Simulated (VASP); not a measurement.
# P (P2_1/c) in VASP: further runs

Runs on P. Level: PBE. Tasks: single point.

Program: VASP 6.6.1. These are calculated values, not measurements. Logs are shortened: lines on timing, memory, paths and dates and some standing lists are left out, and cuts for length are marked.

## (1) The cell of the first run

Symmetry: P2_1/c, No. 14, monoclinic system. The conventional cell has a = 5.646 Å, b = 4.544 Å, c = 3.296 Å, α = 90.00°, β = 104.67°, γ = 90.00°. P (site symmetry 1) has 3 P at 2.20 to 2.25 Å within 2.9 Å.

## (2) Single point, PBE

Input file INCAR:

```
SYSTEM = P
PREC = Accurate ; ENCUT = 520
EDIFF = 1E-6 ; ISMEAR = -1
SIGMA = 0.05 ; LREAL = .FALSE.
LASPH = .TRUE. ; NELM = 60
ALGO = Normal ; ISIF = 2
LWAVE = .FALSE. ; LCHARG = .TRUE.
GGA = PE ; LELF = .TRUE.
LVHAR = .TRUE. ; NBANDS = 18
```

Input file KPOINTS:

```
Automatic mesh
0
G
  7 7 5
  0 0 0
```

Input file POSCAR:

```
P
1.0
    1.7570438786     -5.4979925876      0.0000000000
    1.5384423696      5.4320828626      0.0000000000
    0.0000000000      0.0000000000      4.5436355900
P
4
Direct
    0.9041431300      0.0958568700      0.5888151700
    0.0958568700      0.9041431300      0.4111848300
    0.5958568700      0.4041431300      0.0888151700
    0.4041431300      0.5958568700      0.9111848300
```

Potentials or basis: VASP PAW PBE potentials, release 64 (P).

On the command line:

```sh
cat potpaw_PBE.64/P/POTCAR > POTCAR
mpirun -np 1 vasp_std > vasp.out
```

OUTCAR:

```text
SYSTEM = P
   PREC = Accurate
   ENCUT = 520
   EDIFF = 1E-6
   ISMEAR = -1
   LREAL = .FALSE.
   LASPH = .TRUE.
   NELM = 60
   ISIF = 2
   GGA = PE

 ion  position               nearest neighbor table
   1  0.904  0.096  0.589-   4 2.20   4 2.20   2 2.25
   2  0.096  0.904  0.411-   3 2.20   3 2.20   1 2.25
   3  0.596  0.404  0.089-   2 2.20   2 2.20   4 2.25
   4  0.404  0.596  0.911-   1 2.20   1 2.20   3 2.25

  Warning from LATTYP: Monoclinic adjustment (A1->A3, A2->A1, A3->A2)!
  Warning from LATTYP: Got some problem with cell dimensions!
  Tried to take original basis but could not verify dimensions!
  LATTYP: Found a simple monoclinic cell.
 ALAT       =     3.2961452796
 B/A-ratio  =     1.3784694559
 C/A-ratio  =     1.7128296858
 COS(beta)  =    -0.2532025884

  Lattice vectors:

 A1 = (   3.2954862482,  -0.0659097250,   0.0000000000)
 A2 = (   0.0000000000,   0.0000000000,   4.5436355900)
 A3 = (  -1.5384423696,  -5.4320828626,   0.0000000000)

Analysis of symmetry for initial positions (statically):
=====================================================================
 Subroutine PRICEL returns:
 Original cell was already a primitive cell.

 Routine SETGRP: Setting up the symmetry group for a
 simple monoclinic supercell.

 Subroutine GETGRP returns: Found  4 space group operations
 (whereof  2 operations were pure point group operations)
 out of a pool of  4 trial point group operations.

The static configuration has the point symmetry S_2 .
 The point group associated with its full space group is C_2h.

Analysis of symmetry for dynamics (positions and initial velocities):
=====================================================================
 Subroutine PRICEL returns:
 Original cell was already a primitive cell.

 Routine SETGRP: Setting up the symmetry group for a
 simple monoclinic supercell.

 Subroutine GETGRP returns: Found  4 space group operations
 (whereof  2 operations were pure point group operations)
 out of a pool of  4 trial point group operations.

The dynamic configuration has the point symmetry S_2 .
 The point group associated with its full space group is C_2h.

 Subroutine INISYM returns: Found  4 space group operations
 (whereof  2 operations are pure point group operations),
 and found     1 'primitive' translations

----------------------------------------------------------------------------------------

                                     Primitive cell

  volume of cell :      81.7979

  direct lattice vectors                    reciprocal lattice vectors
     1.757043879 -5.497992588  0.000000000     0.301736238 -0.085455952  0.000000000
     1.538442370  5.432082863  0.000000000     0.305397329  0.097598623  0.000000000
     0.000000000  0.000000000  4.543635590     0.000000000  0.000000000  0.220088073

  length of vectors
     5.771925648  5.645735484  4.543635590     0.313604013  0.320613506  0.220088073

  position of ions in fractional coordinates (direct lattice)
     0.904143130  0.095856870  0.588815170
     0.095856870  0.904143130  0.411184830
     0.595856870  0.404143130  0.088815170
     0.404143130  0.595856870  0.911184830

  ion indices of the primitive-cell ions
   primitive index   ion index
                 1           1
                 2           2
                 3           3
                 4           4

----------------------------------------------------------------------------------------

 KPOINTS: Automatic mesh

Automatic generation of k-mesh.
 Grid dimensions read from file:
 generate k-points for:    7    7    5

 Generating k-lattice:

  Cartesian coordinates                     Fractional coordinates (reciprocal lattice)
     0.043105177 -0.012207993  0.000000000     0.142857143  0.000000000  0.000000000
     0.043628190  0.013942660  0.000000000     0.000000000  0.142857143  0.000000000
     0.000000000  0.000000000  0.044017615     0.000000000  0.000000000  0.200000000

  Length of vectors
     0.044800573  0.045801929  0.044017615

  Shift w.r.t. Gamma in fractional coordinates (k-lattice)
     0.000000000  0.000000000  0.000000000

 Subroutine IBZKPT returns following result:
 ===========================================

 Found     75 irreducible k-points:

 Following reciprocal coordinates:
            Coordinates               Weight
  0.000000  0.000000  0.000000      1.000000
  0.142857  0.000000  0.000000      2.000000
  0.285714 -0.000000  0.000000      2.000000
  0.428571  0.000000  0.000000      2.000000
  0.000000  0.142857  0.000000      2.000000
  0.142857  0.142857  0.000000      2.000000
[... 16 lines left out ...]
 -0.428571  0.428571  0.000000      2.000000
 -0.285714  0.428571  0.000000      2.000000
 [... further k-points ...]
   k-points           NKPTS =     75   k-points in BZ     NKDIM =     75   number of bands    NBANDS=     18
   number of dos      NEDOS =    301   number of ions     NIONS =      4
   total plane-waves  NPLWV =  72576
   dimension x,y,z NGX =    48 NGY =   42 NGZ =   36
   dimension x,y,z NGXF=    96 NGYF=   84 NGZF=   72
   ions per type =               4
   NGX,Y,Z   is equivalent  to a cutoff of  13.83, 12.37, 13.17 a.u.
   NGXF,Y,Z  is equivalent  to a cutoff of  27.65, 24.73, 26.34 a.u.
 SYSTEM =  P
   PREC   = accura    normal or accurate (medium, high low for compatibility)
   ISTART =      0    job   : 0-new  1-cont  2-samecut
   ICHARG =      2    charge: 1-file 2-atom 10-const
   ISPIN  =      1    spin polarized calculation?
   LNONCOLLINEAR =      F non collinear calculations
   LSORBIT =      F    spin-orbit coupling
   LASPH  =      T    aspherical Exc in radial PAW
   ENCUT  =  520.0 eV  38.22 Ry    6.18 a.u.  10.73 10.50  8.45*2*pi/ulx,y,z
   NELM   =     60;   NELMIN=  2; NELMDL= -5     # of ELM steps
   EDIFF  = 0.1E-05   stopping-criterion for ELM
   LREAL  =      F    real-space projection
   EDIFFG = 0.1E-04   stopping-criterion for IOM
   NSW    =      0    number of steps for IOM
   IBRION =     -1    ionic relax: 0-MD 1-quasi-New 2-CG
   NFREE  =      0    steps in history (QN), initial steepest desc. (CG)
   ISIF   =      2    stress and relaxation
   ISYM   =      2    0-nonsym 1-usesym 2-fastsym
   POTIM  = 0.5000    time-step for ionic-motion
   TEBEG  =    0.0;   TEEND  =   0.0 temperature during run
   PSTRESS=    0.0 pullay stress
   NELECT =      20.0000    total number of electrons
   NUPDOWN=      -1.0000    fix difference up-down
   EMIN   =  10.00;   EMAX   =-10.00  energy-range for DOS
   EFERMI =   0.00;   METHOD = LEGACY
   ISMEAR =    -1;   SIGMA  =   0.05  broadening in eV -4-tet -1-fermi 0-gaus
   EFERMI_NEDOS =   21; number of points for ismear=-14 and -15
   IALGO  =     38    algorithm
   IMIX   =      4    mixing-type and parameters
     AMIX     =   0.40;   BMIX     =  1.00
     AMIX_MAG =   1.60;   BMIX_MAG =  1.00
  volume/ion in A,a.u.               =      20.45       138.00
  Fermi-wavevector in a.u.,A,eV,Ry     =   1.023695  1.934504 14.258252  1.047952
  Thomas-Fermi vector in A             =   2.157443
   LORBIT       =      0    0 simple, 1 ext, 2 COOP (PROOUT), +10 PAW based schemes
   GGA     = PE    functional components
   LHFCALC =     F    Hartree Fock is set to
   AEXX    =    0.0000 exact exchange contribution
   IVDW    =     0    specifies the selected vdW correction
   LEPSILON=     F    determine dielectric tensor
   LRPA    =     F    only Hartree local field effects (RPA)
 non-spin polarized calculation
  energy-cutoff  :      520.00
  volume of cell :       81.80
 maximum number of plane-waves:      2227
 NGX is ok and might be reduce to    48
   NGX = 21   NGY = 21   NGZ = 17

 number of electron      20.0000001 magnetization

 Free energy of the ion-electron system (eV)
  ---------------------------------------------------
  ext. energy  EPLUGINS =         0.00000000
  ---------------------------------------------------
  free energy    TOTEN  =       -21.46883289 eV

  energy without entropy =      -21.46812575  energy(sigma->0) =      -21.46847932

 E-fermi :   5.9472     XC(G=0):  -9.4268

 val. band max:        5.8428779864   @ k =  -0.4286   0.4286   0.0000
 cond. band min:       6.0799655680   @ k =  -0.1429   0.4286   0.0000
 fundamental gap:      0.2370875817
 Fermi energy:         5.9472286872

 k-point     1 :       0.0000    0.0000    0.0000
  band No.  band energies     occupation
      1      -9.9381      2.00000
      2      -7.1891      2.00000
      3      -3.9195      2.00000
      4      -0.8933      2.00000
      5       0.9127      2.00000
      6       0.9819      2.00000
[... 10 lines left out ...]
     17      12.8396      0.00000
     18      13.2865      0.00000

 k-point     2 :       0.1429    0.0000    0.0000
  band No.  band energies     occupation
      1      -9.6890      2.00000
      2      -6.9473      2.00000
      3      -4.0414      2.00000
      4      -0.6791      2.00000
      5       0.3536      2.00000
      6       0.7663      2.00000
[... 10 lines left out ...]
     17      11.4663      0.00000
     18      12.8153      0.00000

 k-point     3 :       0.2857   -0.0000    0.0000
  band No.  band energies     occupation
      1      -8.9526      2.00000
      2      -6.2245      2.00000
      3      -4.7893      2.00000
      4      -1.4281      2.00000
      5      -0.2411      2.00000
      6      -0.1069      2.00000
[... 10 lines left out ...]
     17      12.2773      0.00000
     18      12.6557      0.00000

 k-point     4 :       0.4286    0.0000    0.0000
  band No.  band energies     occupation
      1      -7.7708      2.00000
      2      -6.2618      2.00000
      3      -5.0307      2.00000
      4      -3.3960      2.00000
      5      -0.0091      2.00000
      6       0.3761      2.00000
[... 375 lines left out ...]
      4      -0.0345      2.00000
      5       0.1665      2.00000
      6       0.5151      2.00000
[... 10 lines left out ...]
     17      11.4916      0.00000
     18      11.6335      0.00000

 k-point    23 :      -0.4286    0.4286    0.0000
  band No.  band energies     occupation
      1      -9.8120      2.00000
      2      -7.4902      2.00000
      3      -3.8396      2.00000
      4      -0.2769      2.00000
      5       0.3676      2.00000
      6       0.3898      2.00000
[... 10 lines left out ...]
     17      11.5522      0.00000
     18      11.7246      0.00000

 k-point    24 :      -0.2857    0.4286    0.0000
  band No.  band energies     occupation
      1      -9.5852      2.00000
      2      -7.1983      2.00000
      3      -3.9931      2.00000
      4      -0.2137      2.00000
      5       0.2043      2.00000
      6       0.6593      2.00000
[... 10 lines left out ...]
     17      11.2604      0.00000
     18      11.6561      0.00000

 [... further k-points ...]

------------------------ aborting loop because EDIFF is reached ----------------------------------------

  FORCE on cell =-STRESS in cart. coord.  units (eV):
  Direction    XX          YY          ZZ          XY          YZ          ZX
  --------------------------------------------------------------------------------------
  -------------------------------------------------------------------------------------
  Total        0.8290230      0.8224977      0.9692700      0.8587906      0.0000000      0.0000000
  in kB       16.2380829     16.1102716     18.9851016     16.8211402      0.0000000      0.0000000
  external PRESSURE =      17.1111520 kB  Pullay stress =       0.0000000 kB

 VOLUME and BASIS-vectors are now :
 -----------------------------------------------------------------------------
  energy-cutoff  :      520.00
  volume of cell :       81.80
      direct lattice vectors                 reciprocal lattice vectors
     1.757043879 -5.497992588  0.000000000     0.301736238 -0.085455952  0.000000000
     1.538442370  5.432082863  0.000000000     0.305397329  0.097598623  0.000000000
     0.000000000  0.000000000  4.543635590     0.000000000  0.000000000  0.220088073

 POSITION                                       TOTAL-FORCE (eV/Angst)
 -----------------------------------------------------------------------------------
      1.73609     -4.45027      2.67536         0.167773      0.121035     -0.262585
      1.55940      4.38436      1.86827        -0.167773     -0.121035      0.262585
      1.66870     -1.08068      0.40354        -0.167773     -0.121035     -0.262585
      1.62679      1.01477      4.14009         0.167773      0.121035      0.262585
 -----------------------------------------------------------------------------------
    total drift:                               -0.000000      0.000000      0.000000

  FREE ENERGIE OF THE ION-ELECTRON SYSTEM (eV)
  ---------------------------------------------------
  free  energy   TOTEN  =       -21.4688328854 eV

  energy  without entropy=      -21.4681257485  energy(sigma->0) =      -21.46847932
```

It took 4.5 min on 1 thread of Intel Xeon 8259CL, shared host; peak memory 0.28 GiB.

What came out:

| Item | Value |
| --- | --- |
| Free energy | -21.4688 eV |
| Pressure | 1.7 GPa |
| Largest force | 0.334 eV/Å |
| Band gap on the k mesh | 0.24 eV (least direct gap 0.28 eV) |

Forces on the atoms (eV/Å):
```
P    0.168  0.121 -0.263
P   -0.168 -0.121  0.263
P   -0.168 -0.121 -0.263
P    0.168  0.121  0.263
```

Stress tensor (GPa, compression positive):
```
1.62 1.68 0.00
1.68 1.61 0.00
0.00 0.00 1.90
```

Caveat: semilocal functionals underestimate gaps, and a narrow one can read as zero. A k mesh can miss the band edges.

## (3) Single point, PBE

Input file INCAR:

```
SYSTEM = P
PREC = Accurate
ENCUT = 520
EDIFF = 1E-6
ISMEAR = -1
SIGMA = 0.05
LREAL = .False.
LASPH = .True.
NELM = 60
ALGO = Normal
ISIF = 2
LWAVE = .False.
LCHARG = .True.
GGA = PE
LELF = .True.
LVHAR = .True.
NBANDS = 18
```

Input file KPOINTS:

```
regular mesh
0
Gamma
  7 7 5
  0 0 0
```

POSCAR: that of step 2 with these lines changed.

```diff
@@ -2,4 +2,4 @@
 1.0
-    1.7570438786     -5.4979925876      0.0000000000
-    1.5384423696      5.4320828626      0.0000000000
+    1.5384423696     -5.4320828626      0.0000000000
+    1.7570438786      5.4979925876      0.0000000000
     0.0000000000      0.0000000000      4.5436355900
```

Potentials or basis: VASP PAW PBE potentials, release 64 (P).

On the command line:

```sh
cat potpaw_PBE.64/P/POTCAR > POTCAR
mpirun -np 1 vasp_std > vasp.out
```

Wall time 5.5 min (1 thread of Intel Xeon 8259CL, shared host); peak memory 0.28 GiB.

It converged, with:

| Quantity | Value |
| --- | --- |
| Free energy | -21.4688 eV |
| Pressure | 1.7 GPa |
| Largest force | 0.334 eV/Å |
| Band gap on the k mesh | 0.24 eV (least direct gap 0.28 eV) |

Forces in eV/Å, atoms in the order of the input:
```
P   -0.168  0.121 -0.263
P    0.168 -0.121  0.263
P    0.168 -0.121 -0.263
P   -0.168  0.121  0.263
```

Stress tensor (GPa, compression positive):
```
 1.62 -1.68  0.00
-1.68  1.61  0.00
 0.00  0.00  1.90
```

Levels at points of the mesh, in eV from the valence-band top:
```csv
k point,band 8,band 9,band 10,band 11,band 12,band 13
"(0.00, 0.00, 0.00)",-2.75,-2.55,-1.17,0.61,1.05,1.93
```

Caveat: semilocal functionals underestimate gaps, and a narrow one can read as zero. A k mesh can miss the band edges.
